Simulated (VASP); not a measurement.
# Si5P3 in VASP: a series of runs

Runs on Si5P3. Level: PBE. Tasks: single point.

Everything below comes from runs of VASP 6.6.1. Logs are shortened: lines on timing, memory, paths and dates and some standing lists are left out, and cuts for length are marked.

## 1. The cell of the first run

The cell holds a disordered packing, 16 atoms: a = 6.216 Å, b = 6.143 Å, c = 6.064 Å, α = 89.46°, β = 90.21°, γ = 89.37°.

## 2. Single point, PBE

The input, INCAR:

```
SYSTEM = Si5P3
PREC = Accurate
ENCUT = 400
EDIFF = 1E-6
ISMEAR = -1
SIGMA = 0.0689
LREAL = Auto
LASPH = .TRUE.
NELM = 120
ALGO = Normal
ISIF = 2
LWAVE = .FALSE.
LCHARG = .TRUE.
GGA = PE
LELF = .TRUE.
LVHAR = .TRUE.
ISYM = -1
NBANDS = 49
GGA_COMPAT = .FALSE.
```

The input, KPOINTS:

```
explicit points
1
Reciprocal
  0.25000000   0.25000000   0.25000000 1
```

The input, POSCAR:

```
Si5P3
1.0
    6.2157380000      0.0340420000     -0.0111490000
    0.0340420000      6.1431130000      0.0288260000
   -0.0111490000      0.0288260000      6.0640340000
Si P
10 6
Direct
    0.6173809133      0.0378145851      0.1852442016
   -0.1471828517      0.6426186087      0.5246190794
    0.1258439141      0.9140268815      0.6930758130
    0.0931217785      0.3999695925      0.7096907259
    0.6022911738      0.8417601888      0.7226061670
    0.3702032622      0.0736393738      0.4701153832
    0.8012764749      0.4083184781      0.2007005968
    0.4239404326      0.4223037169      0.2930953529
    0.1019466757      0.2205155223      0.2765822261
    0.5715717346      0.3656143039      0.6508558915
    0.9753313912      0.8488516831      0.2270158728
    0.8519493010      0.1375536533      0.7988380773
    0.8772752732      0.6367289859      0.9079540768
    0.3310183610      0.7729168645      0.2346435429
    0.3720079157      0.6088307798      0.8489151545
    0.2968334013      0.1641459106      0.9355553952
```

Potentials or basis: VASP PAW PBE potentials, release 64 (Si, P).

Run with:

```sh
$ cat potpaw_PBE.64/Si/POTCAR potpaw_PBE.64/P/POTCAR > POTCAR
$ mpirun -np 1 vasp_std > vasp.out
```

OUTCAR:

```text
SYSTEM = Si5P3
   PREC = Accurate
   ENCUT = 400
   EDIFF = 1E-6
   ISMEAR = -1
   LREAL = Auto
   LASPH = .TRUE.
   NELM = 120
   ISIF = 2
   GGA = PE
   ISYM = -1

 ion  position               nearest neighbor table
   1  0.617  0.038  0.185-   6 2.33  14 2.44  11 2.51   7 2.56  16 2.61   8 2.72  12 2.83   5 3.07

   2  0.853  0.643  0.525-   5 2.32  13 2.33  11 2.33   4 2.37   7 2.47  10 2.57   3 2.60
   3  0.126  0.914  0.693-   6 2.26  12 2.27  16 2.39  15 2.58   2 2.60  13 2.65   4 2.99   5 2.99
                            11 3.01   9 3.14
   4  0.093  0.400  0.710-  12 2.28  13 2.32  15 2.33  16 2.34   2 2.37   9 2.86   3 2.99  10 3.00
                             6 3.02
   5  0.602  0.842  0.723-  15 2.17   2 2.32  13 2.38  12 2.45   6 2.52  10 2.97   3 2.99  16 3.03
                             1 3.07
   6  0.370  0.074  0.470-   9 2.21   3 2.26   1 2.33  14 2.36   8 2.41  10 2.46   5 2.52  16 2.92
                             4 3.02
   7  0.801  0.408  0.201-   9 2.23  13 2.31   8 2.41   2 2.47   1 2.56  11 2.93  12 2.98  10 3.10

   8  0.424  0.422  0.293-  14 2.25   9 2.37  10 2.37   6 2.41   7 2.41   1 2.72  16 2.81  15 2.93

   9  0.102  0.221  0.277-   6 2.21   7 2.23   8 2.37  16 2.43  11 2.44   4 2.86   3 3.14
  10  0.572  0.366  0.651-  15 2.28   8 2.37  12 2.39   6 2.46   2 2.57  16 2.73   5 2.97  13 2.99
                             4 3.00   7 3.10
  11  0.975  0.849  0.227-  14 2.25   2 2.33  13 2.42   9 2.44   1 2.51   7 2.93   3 3.01
  12  0.852  0.138  0.799-   3 2.27   4 2.28  10 2.39   5 2.45   1 2.83  16 2.89   7 2.98
  13  0.877  0.637  0.908-   7 2.31   4 2.32   2 2.33   5 2.38  11 2.42   3 2.65  10 2.99
  14  0.331  0.773  0.235-   8 2.25  11 2.25   6 2.36   1 2.44  15 2.57
  15  0.372  0.609  0.849-   5 2.17  10 2.28   4 2.33  14 2.57   3 2.58  16 2.82   8 2.93
  16  0.297  0.164  0.936-   4 2.34   3 2.39   9 2.43   1 2.61  10 2.73   8 2.81  15 2.82  12 2.89
                             6 2.92   5 3.03

IMPORTANT INFORMATION: All symmetrisations will be switched off!
NOSYMM: (Re-)initialisation of all symmetry stuff for point group C_1.

----------------------------------------------------------------------------------------

                                     Primitive cell

  volume of cell :     231.5360

  direct lattice vectors                    reciprocal lattice vectors
     6.215738000  0.034042000 -0.011149000     0.160887371 -0.000892964  0.000300043
     0.034042000  6.143113000  0.028826000    -0.000892964  0.162792505 -0.000775492
    -0.011149000  0.028826000  6.064034000     0.000300043 -0.000775492  0.164910965

  length of vectors
     6.215841218  6.143274951  6.064112762     0.160890128  0.162796801  0.164913061

  position of ions in fractional coordinates (direct lattice)
     0.617380913  0.037814585  0.185244202
     0.852817148  0.642618609  0.524619079
     0.125843914  0.914026882  0.693075813
     0.093121778  0.399969592  0.709690726
     0.602291174  0.841760189  0.722606167
     0.370203262  0.073639374  0.470115383
[... 8 lines left out ...]
     0.372007916  0.608830780  0.848915154
     0.296833401  0.164145911  0.935555395

  ion indices of the primitive-cell ions
   primitive index   ion index
                 1           1
                 2           2
                 3           3
                 4           4
                 5           5
                 6           6
[... 8 lines left out ...]
                15          15
                16          16

----------------------------------------------------------------------------------------

 KPOINTS: explicit points

Read explicit list of k-points.

 Found      1 k-points:

 Following reciprocal coordinates:
            Coordinates               Weight
  0.250000  0.250000  0.250000      1.000000
   k-points           NKPTS =      1   k-points in BZ     NKDIM =      1   number of bands    NBANDS=     49
   number of dos      NEDOS =    301   number of ions     NIONS =     16
   total plane-waves  NPLWV =  67200
   dimension x,y,z NGX =    42 NGY =   40 NGZ =   40
   dimension x,y,z NGXF=    84 NGYF=   80 NGZF=   80
   ions per type =              10   6
   NGX,Y,Z   is equivalent  to a cutoff of  11.23, 10.82, 10.97 a.u.
   NGXF,Y,Z  is equivalent  to a cutoff of  22.47, 21.65, 21.93 a.u.
 SYSTEM =  Si5P3
   PREC   = accura    normal or accurate (medium, high low for compatibility)
   ISTART =      0    job   : 0-new  1-cont  2-samecut
   ICHARG =      2    charge: 1-file 2-atom 10-const
   ISPIN  =      1    spin polarized calculation?
   LNONCOLLINEAR =      F non collinear calculations
   LSORBIT =      F    spin-orbit coupling
   LASPH  =      T    aspherical Exc in radial PAW
   ENCUT  =  400.0 eV  29.40 Ry    5.42 a.u.  10.14 10.02  9.89*2*pi/ulx,y,z
   NELM   =    120;   NELMIN=  2; NELMDL= -5     # of ELM steps
   EDIFF  = 0.1E-05   stopping-criterion for ELM
   LREAL  =      T    real-space projection
   EDIFFG = 0.1E-04   stopping-criterion for IOM
   NSW    =      0    number of steps for IOM
   IBRION =     -1    ionic relax: 0-MD 1-quasi-New 2-CG
   NFREE  =      0    steps in history (QN), initial steepest desc. (CG)
   ISIF   =      2    stress and relaxation
   ISYM   =     -1    0-nonsym 1-usesym 2-fastsym
   POTIM  = 0.5000    time-step for ionic-motion
   TEBEG  =    0.0;   TEEND  =   0.0 temperature during run
   PSTRESS=    0.0 pullay stress
   NELECT =      70.0000    total number of electrons
   NUPDOWN=      -1.0000    fix difference up-down
   EMIN   =  10.00;   EMAX   =-10.00  energy-range for DOS
   EFERMI =   0.00;   METHOD = LEGACY
   ISMEAR =    -1;   SIGMA  =   0.07  broadening in eV -4-tet -1-fermi 0-gaus
   EFERMI_NEDOS =   21; number of points for ismear=-14 and -15
   IALGO  =     38    algorithm
   IMIX   =      4    mixing-type and parameters
     AMIX     =   0.40;   BMIX     =  1.00
     AMIX_MAG =   1.60;   BMIX_MAG =  1.00
  volume/ion in A,a.u.               =      14.47        97.66
  Fermi-wavevector in a.u.,A,eV,Ry     =   1.098756  2.076348 16.425841  1.207265
  Thomas-Fermi vector in A             =   2.235139
   LORBIT       =      0    0 simple, 1 ext, 2 COOP (PROOUT), +10 PAW based schemes
   GGA     = PE    functional components
   LHFCALC =     F    Hartree Fock is set to
   AEXX    =    0.0000 exact exchange contribution
   IVDW    =     0    specifies the selected vdW correction
   LEPSILON=     F    determine dielectric tensor
   LRPA    =     F    only Hartree local field effects (RPA)
 non-spin polarized calculation
  energy-cutoff  :      400.00
  volume of cell :      231.54
 maximum number of plane-waves:      4205
 NGX is ok and might be reduce to    40
   NGX = 21   NGY = 21   NGZ = 19

 number of electron      70.0000004 magnetization

 Free energy of the ion-electron system (eV)
  ---------------------------------------------------
  ext. energy  EPLUGINS =         0.00000000
  ---------------------------------------------------
  free energy    TOTEN  =       -80.98376556 eV

  energy without entropy =      -80.97810900  energy(sigma->0) =      -80.98093728

 E-fermi :   9.6325     XC(G=0): -11.1094

 val. band max:        9.2280173482   @ k =   0.2500   0.2500   0.2500
 cond. band min:      10.0337469358   @ k =   0.2500   0.2500   0.2500
 fundamental gap:      0.8057295876
 Fermi energy:         9.6325133694

 k-point     1 :       0.2500    0.2500    0.2500
  band No.  band energies     occupation
      1      -5.2791      2.00000
      2      -4.0796      2.00000
      3      -3.5492      2.00000
      4      -2.8959      2.00000
      5      -2.2536      2.00000
      6      -1.5356      2.00000
[... 39 lines left out ...]
     46      13.0477      0.00000
     47      13.4020      0.00000
 [bands above 47 left out]

------------------------ aborting loop because EDIFF is reached ----------------------------------------

  FORCE on cell =-STRESS in cart. coord.  units (eV):
  Direction    XX          YY          ZZ          XY          YZ          ZX
  --------------------------------------------------------------------------------------
  -------------------------------------------------------------------------------------
  Total       20.3342219     24.2121589     13.9379014     18.8128971     13.8026158     10.1403947
  in kB      140.7082787    167.5427378     96.4471677    130.1810507     95.5110220     70.1692688
  external PRESSURE =     134.8993948 kB  Pullay stress =       0.0000000 kB

 VOLUME and BASIS-vectors are now :
 -----------------------------------------------------------------------------
  energy-cutoff  :      400.00
  volume of cell :      231.54
      direct lattice vectors                 reciprocal lattice vectors
     6.215738000  0.034042000 -0.011149000     0.160887371 -0.000892964  0.000300043
     0.034042000  6.143113000  0.028826000    -0.000892964  0.162792505 -0.000775492
    -0.011149000  0.028826000  6.064034000     0.000300043 -0.000775492  0.164910965

 POSITION                                       TOTAL-FORCE (eV/Angst)
 -----------------------------------------------------------------------------------
      3.83670      0.25866      1.11753         0.097130     -0.361987     -1.416302
      5.31692      3.99183      3.19032         0.788331     -0.417727     -2.199794
      0.80560      5.63923      4.22778        -0.332192     -1.504850      0.914476
      0.58452      2.48069      4.31408         0.646208     -0.060020     -0.609897
      3.76428      5.21236      4.39946         0.719112      1.629346      0.148809
      2.29835      0.47853      2.84879         0.926876     -0.653631      0.643744
[... 8 lines left out ...]
      2.32357      3.77725      5.16125        -1.120444      0.010036      0.878575
      1.84020      1.04544      5.67466         0.433133     -0.360394      0.157938
 -----------------------------------------------------------------------------------
    total drift:                               -0.000274     -0.005502      0.001037

  FREE ENERGIE OF THE ION-ELECTRON SYSTEM (eV)
  ---------------------------------------------------
  free  energy   TOTEN  =       -80.9837655559 eV

  energy  without entropy=      -80.9781089955  energy(sigma->0) =      -80.98093728
```

Run time: 17 s. Hardware: 1 thread of Intel Xeon 6975P-C (Granite Rapids), shared host; peak memory 0.22 GiB.

Results:

- Free energy: -80.9838 eV
- Pressure: 13.5 GPa
- Largest force: 2.374 eV/Å

Forces on the atoms (eV/Å):
```
Si   0.097 -0.362 -1.416
Si   0.788 -0.418 -2.200
Si  -0.332 -1.505  0.914
Si   0.646 -0.060 -0.610
Si   0.719  1.629  0.149
Si   0.927 -0.654  0.644
Si  -1.525  1.310  0.048
Si   0.335  0.531 -0.493
Si   0.351 -1.228 -0.766
Si  -0.356 -0.307  1.139
P   -0.253  0.101  0.186
P   -1.369 -0.148  0.540
P    0.073  0.584  1.380
P    0.587  0.876 -0.552
P   -1.120  0.010  0.879
P    0.433 -0.360  0.158
```

Stress tensor (GPa, compression positive):
```
14.07 13.02  7.02
13.02 16.75  9.55
 7.02  9.55  9.64
```

Levels at points of the mesh, in eV from the Fermi level:
```
           k point  band 31  band 32  band 33  band 34  band 35  band 36  band 37  band 38  band 39  band 40
(0.25, 0.25, 0.25)    -1.55    -1.34    -0.94    -0.61    -0.40     0.40     0.78     1.23     1.53     1.71
```

Caveat: the atoms stand as in a frame of molecular dynamics.

(Part 1 of 2 ends here.)
